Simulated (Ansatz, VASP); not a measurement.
## WS2 in VASP and in Ansatz

INCAR

```
PREC = Accurate
ENCUT = 520
EDIFF = 1E-6
ISMEAR = 0
SIGMA = 0.05
LREAL = False
LASPH = True
NELM = 100
ALGO = Normal
ISIF = 2
LWAVE = False
LCHARG = False
LDIPOL = True
IDIPOL = 3
DIPOL = 0.5 0.5 0.421
GGA = PE
IVDW = 12
NBANDS = 35
```

The input KPOINTS:

```
regular mesh
0
Gamma
  9 9 1
```

Contents of POSCAR:

```
WS2
1.0
    3.1595457497      0.0000000000      0.0000000000
   -1.5797728749      2.7362468836      0.0000000000
    0.0000000000      0.0000000000     23.8042575719
S W
4 2
Direct
    0.3333333333      0.6666666667      0.1890418126
    0.3333333333      0.6666666667      0.3214605103
    0.5000000000      0.6666666667      0.5205845529
    0.5000000000      0.6666666667      0.6530032506
    0.6666666667      0.3333333333      0.2552511581
    0.1666666667      1.0000000000      0.5867938984
```

Input for Ansatz:

```yaml
crystal:
  lattice:
    - [3.1595457497, 0.0, 0.0]
    - [-1.5797728749, 2.7362468836, 0.0]
    - [0.0, 0.0, 23.8042575719]
  atoms:
    - { symbol: S, position: [0.3333333333, 0.6666666667, 0.1890418126] }
    - { symbol: W, position: [0.6666666667, 0.3333333333, 0.2552511581] }
    - { symbol: S, position: [0.3333333333, 0.6666666667, 0.3214605103] }
    - { symbol: S, position: [0.5, 0.6666666667, 0.5205845529] }
    - { symbol: W, position: [0.1666666667, 1.0, 0.5867938984] }
    - { symbol: S, position: [0.5, 0.6666666667, 0.6530032506] }
basis:
  ecutwfc: 420
kpoints:
  mp_grid: { grid: [9, 9, 1] }
hamiltonian:
  xc: pbe
  pseudopotentials: { kind: paw, azcp: { folder: soft_1 } }
  dispersion: d3bj
scf:
  occupations: { method: gaussian, width: 0.05 }
output:
  forces: true
  eigenvalues: true
efield:
  axis: 3
  dipole_correction: true
  ramp_width: 0.04
```

Alike in both runs: task single point; functional PBE; dispersion D3(BJ); k mesh 9 × 9 × 1; occupations gaussian, width 0.05 eV; no spin polarisation.

```csv
,VASP,Ansatz
version,VASP 6.6.1,Ansatz 0.2.0
potentials or method,"VASP PAW PBE potentials, release 64 (S, W_sv), cutoff 520 eV","scalar-relativistic, plane waves, PAW"
valence electrons in the cell,52,52
```

Ansatz gave:

| Item | Value |
| --- | --- |
| gap on the k mesh at the Fermi level (eV) | 1.92 |
| least direct gap on the mesh (eV) | 1.92 |
| rms of the force components (eV/Å) | 0.016 |

Question: Which values does VASP return?

Answer: gap on the k mesh at the Fermi level (eV): 1.92; least direct gap on the mesh (eV): 1.92; rms of the force components (eV/Å): 0.017.

Spin-orbit coupling is off throughout.
